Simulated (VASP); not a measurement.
Write the native input for VASP 6.6.1 that does the following.

- Task: single point
- Functional: PBE
- Potentials or basis: VASP PAW PBE potentials, release 64 (Al, Pt)
- Cutoff: 520 eV
- k mesh: 12 × 12 × 12
- Occupations: gaussian, width 0.1 eV
- Spin: no spin polarisation
- Dipole correction: no
- Further INCAR settings: ALGO = Fast; EDIFF = 1e-07; NBANDS = 15

The structure of Al2Pt lies in POSCAR:

```
Al2Pt
1.0
    0.0025117500      2.8242117000      2.8315992000
    2.8640746500     -0.0166662000      2.8507771500
    2.8577805000      2.8370955000     -0.0103720500
Al Pt
2 1
Direct
    0.2161708968      0.2314906937      0.3203705584
    0.8290659898      0.7406294416      0.7089610829
   -0.0452368866      0.0278798646     -0.0293316413
```

This cell differs from its parent crystal: atoms moved at random and the cell strained at random.

The input as run:

INCAR

```
SYSTEM = Al2Pt
PREC = Accurate
ENCUT = 520
EDIFF = 1E-7
ISMEAR = 0
SIGMA = 0.1
LREAL = .False.
LASPH = .True.
NELM = 60
ALGO = Fast
ISIF = 2
LWAVE = .False.
LCHARG = .True.
GGA = PE
LELF = .True.
LVHAR = .True.
NBANDS = 15
```

KPOINTS

```
Automatic mesh
0
Gamma
  12 12 12
  0 0 0
```

Potentials or basis: VASP PAW PBE potentials, release 64 (Al, Pt).

The run is started by

```console
$ cat potpaw_PBE.64/Al/POTCAR potpaw_PBE.64/Pt/POTCAR > POTCAR
$ mpirun -np 1 vasp_std > vasp.out
```

It gave:

The pressure is 34.5 GPa and the largest force is 5.497 eV/Å. The band gap on the k mesh is zero (bands 8 and 9 overlap by 4.88 eV).

Caveat: the cell differs from its parent crystal (atoms moved at random and the cell strained at random); the cell stands under pressure; spin-orbit coupling is left out, which moves the levels of the heavy elements; forces of over 1 eV/Å act on the atoms, so gaps and moduli don't describe the material at rest.

Wall time 4.6 min on 1 thread of Intel(R) Xeon(R) 6975P-C (Granite Rapids) (shared host), peak memory 0.67 GiB.
